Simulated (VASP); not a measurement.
# Bi (Im-3m) in VASP: a series of runs, part 2 of 3

VASP 6.6.1.

**3. Relaxation of cell and atoms, PBEsol, target pressure 184.47 GPa, at which the enthalpy is minimised**

This run uses another cell than the first one, of 16.37 Å³/atom, 1.052 times its volume.

File INCAR:

```
ALGO = Normal ; EDIFF = 1E-7
EDIFFG = -0.01 ; ENCUT = 600
GGA = PS ; IBRION = 2
ISIF = 3 ; ISMEAR = 0
LASPH = T ; LCHARG = F
LREAL = F ; LWAVE = F
NELM = 100 ; NSW = 80
PREC = Accurate ; PSTRESS = 1844.7
SIGMA = 0.05
```

File KPOINTS:

```
k-points
0
Gamma
  20 20 20
```

File POSCAR:

```
Bi
1.0
   -1.5995670715      1.5995670715      1.5995670715
    1.5995670715     -1.5995670715      1.5995670715
    1.5995670715      1.5995670715     -1.5995670715
Bi
1
Direct
    0.0000000000      0.0000000000      0.0000000000
```

Potentials or basis: VASP PAW PBE potentials, release 64 (Bi_d).

Launch:

```bash
> cat potpaw_PBE.64/Bi_d/POTCAR > POTCAR
> mpirun -np 1 vasp_std > vasp.out
```

OUTCAR:

```text
EDIFF = 1E-7
   EDIFFG = -0.01
   ENCUT = 600
   GGA = PS
   IBRION = 2
   ISIF = 3
   ISMEAR = 0
   LASPH = T
   LREAL = F
   NELM = 100
   NSW = 80
   PREC = Accurate
   PSTRESS = 1844.7

 ion  position               nearest neighbor table
   1  0.000  0.000  0.000-

  LATTYP: Found a body centered cubic cell.
 ALAT       =     3.1991341430

  Lattice vectors:

 A1 = (  -1.5995670715,   1.5995670715,   1.5995670715)
 A2 = (   1.5995670715,  -1.5995670715,   1.5995670715)
 A3 = (   1.5995670715,   1.5995670715,  -1.5995670715)

Analysis of symmetry for initial positions (statically):
=====================================================================
 Subroutine PRICEL returns:
 Original cell was already a primitive cell.

 Routine SETGRP: Setting up the symmetry group for a
 body centered cubic supercell.

 Subroutine GETGRP returns: Found 48 space group operations
 (whereof 48 operations were pure point group operations)
 out of a pool of 48 trial point group operations.

The static configuration has the point symmetry O_h .

Analysis of symmetry for dynamics (positions and initial velocities):
=====================================================================
 Subroutine PRICEL returns:
 Original cell was already a primitive cell.

 Routine SETGRP: Setting up the symmetry group for a
 body centered cubic supercell.

 Subroutine GETGRP returns: Found 48 space group operations
 (whereof 48 operations were pure point group operations)
 out of a pool of 48 trial point group operations.

The dynamic configuration has the point symmetry O_h .

 Subroutine INISYM returns: Found 48 space group operations
 (whereof 48 operations are pure point group operations),
 and found     1 'primitive' translations
[... 118 lines left out ...]
   GGA     = PS    functional components
   LHFCALC =     F    Hartree Fock is set to
   AEXX    =    0.0000 exact exchange contribution
   IVDW    =     0    specifies the selected vdW correction
   LEPSILON=     F    determine dielectric tensor
   LRPA    =     F    only Hartree local field effects (RPA)
 conjugate gradient relaxation of ions
 non-spin polarized calculation
 Gauss-broadening in eV      SIGMA  =   0.05
  energy-cutoff  :      600.00
  volume of cell :       16.37
 maximum number of plane-waves:       563
 NGX is ok and might be reduce to    24
   NGX = 11   NGY = 11   NGZ = 11

--------------------------------------- Ionic step        1  -------------------------------------------

 number of electron      15.0000001 magnetization

 Free energy of the ion-electron system (eV)
  ---------------------------------------------------
  ext. energy  EPLUGINS =         0.00000000
  ---------------------------------------------------
  free energy    TOTEN  =        -0.59746090 eV

  energy without entropy =       -0.59655137  energy(sigma->0) =       -0.59700614

------------------------ aborting loop because EDIFF is reached ----------------------------------------

  FORCE on cell =-STRESS in cart. coord.  units (eV):
  Direction    XX          YY          ZZ          XY          YZ          ZX
  --------------------------------------------------------------------------------------
  -------------------------------------------------------------------------------------
  Total       15.4510033     15.4510033     15.4510033      0.0000000     -0.0000000      0.0000000
  in kB     1512.1675390   1512.1675390   1512.1675390      0.0000000     -0.0000000      0.0000000
  external PRESSURE =    -332.5324610 kB  Pullay stress =    1844.7000000 kB
[... 135 lines left out ...]
--------------------------------------- Ionic step        5  -------------------------------------------

 number of electron      15.0000002 magnetization

 Free energy of the ion-electron system (eV)
  ---------------------------------------------------
  ext. energy  EPLUGINS =         0.00000000
  ---------------------------------------------------
  free energy    TOTEN  =         0.24218097 eV

  energy without entropy =        0.24298871  energy(sigma->0) =        0.24258484

 E-fermi :  20.1680     XC(G=0): -14.2003

 val. band max:       20.1540936636   @ k =   0.2500   0.0000   0.0000
 cond. band min:      20.1680557496   @ k =  -0.4500  -0.4500   0.3500
 fundamental gap:      0.0139620860
 Fermi energy:        20.1679829018

 k-point     1 :       0.0000    0.0000    0.0000
  band No.  band energies     occupation
      1      -4.9030      2.00000
      2      -4.9030      2.00000
      3      -4.9030      2.00000
      4      -3.9406      2.00000
      5      -3.9406      2.00000
      6      -1.2022      2.00000
      7      29.1484      0.00000
      8      29.1484      0.00000
      9      29.1484      0.00000
     10      32.3394      0.00000
     11      32.3394      0.00000
[... 309 lines left out ...]
 k-point    24 :       0.2500    0.1000    0.0000
  band No.  band energies     occupation
      1      -5.1323      2.00000
      2      -4.9285      2.00000
      3      -4.1011      2.00000
      4      -3.9936      2.00000
      5      -3.8897      2.00000
      6       2.6326      2.00000
      7      17.7468      2.00000
      8      22.9143      0.00000
      9      25.2840      0.00000
     10      30.1645      0.00000
     11      32.3625      0.00000

 [... further k-points ...]
[... 5 lines left out ...]
  --------------------------------------------------------------------------------------
  -------------------------------------------------------------------------------------
  Total       17.9226554     17.9226554     17.9226554     -0.0000000      0.0000000      0.0000000
  in kB     1844.6920047   1844.6920047   1844.6920047     -0.0000000      0.0000000      0.0000000
  external PRESSURE =      -0.0079953 kB  Pullay stress =    1844.7000000 kB
[... 20 lines left out ...]
  energy  without entropy=        0.2429887084  energy(sigma->0) =        0.24258484

  enthalpy is  TOTEN    =        18.1649140495 eV   P V=       17.9227330788

 reached required accuracy - stopping structural energy minimisation
```

OSZICAR:

```text
N       E                     dE             d eps       ncg     rms          rms(c)
DAV:   1     0.112092705443E+03    0.11209E+03   -0.89303E+03  5715   0.213E+03
DAV:   2     0.385648986026E+01   -0.10824E+03   -0.10505E+03  5788   0.402E+02
DAV:   3    -0.597081306312E+00   -0.44536E+01   -0.43668E+01  6459   0.867E+01
DAV:   4    -0.687368770458E+00   -0.90287E-01   -0.90073E-01  6808   0.118E+01
[... 48 lines left out ...]
DAV:   4     0.242187168205E+00   -0.64258E-05   -0.39846E-05  6194   0.890E-02    0.684E-03
DAV:   5     0.242179492919E+00   -0.76753E-05   -0.20099E-05  6345   0.588E-02    0.290E-03
DAV:   6     0.242180454433E+00    0.96151E-06   -0.77429E-07  6698   0.138E-02    0.101E-03
DAV:   7     0.242181011050E+00    0.55662E-06   -0.50463E-07  6168   0.693E-03    0.136E-04
DAV:   8     0.242180970732E+00   -0.40318E-07   -0.12992E-08  3176   0.160E-03
   5 F= 0.18164914E+02 E0= 0.18165318E+02  d E =-.863737E-01
```

Wall time 1.7 min (1 thread of Intel Xeon 6975P-C, shared host); peak memory 0.21 GiB.

Results:

* Free energy: 0.2422 eV
* Relaxed volume: 15.57 Å³/atom
* Relaxed cell: a = 2.724 Å, b = 2.724 Å, c = 2.724 Å, α = 109.47°, β = 109.47°, γ = 109.47°
* Space group after relaxing (to 0.05 Å): Im-3m (No. 229)
* Energy change on relaxing (the enthalpy is what falls): +839.6 meV/atom
* Ionic steps: 5
* Pressure after relaxing: 184.5 GPa

Step by step:
```
step  energy change (eV)  largest force (eV/Å)  pressure (GPa)  volume (Å³)
   1              0.0000                0.0000          151.22        16.37
   2             18.1690                0.0000          992.52         9.57
   3              0.6277                0.0000          176.06        15.75
   4              0.7634                0.0000          181.45        15.63
   5              0.8396                0.0000          184.47        15.57
```

Final structure:
```xyz
1
Lattice="-1.5729 1.5729 1.5729 1.5729 -1.5729 1.5729 1.5729 1.5729 -1.5729" Properties=species:S:1:pos:R:3 pbc="T T T"
Bi    0.0000    0.0000    0.0000
```

Caveat: the cell is relaxed towards a set pressure, so the enthalpy falls and the energy may rise; the PAW data sets were made with another functional, which shifts forces and pressure a little; spin-orbit coupling is left out, which moves the levels of the heavy elements.

(Continued in part 3 of 3.)
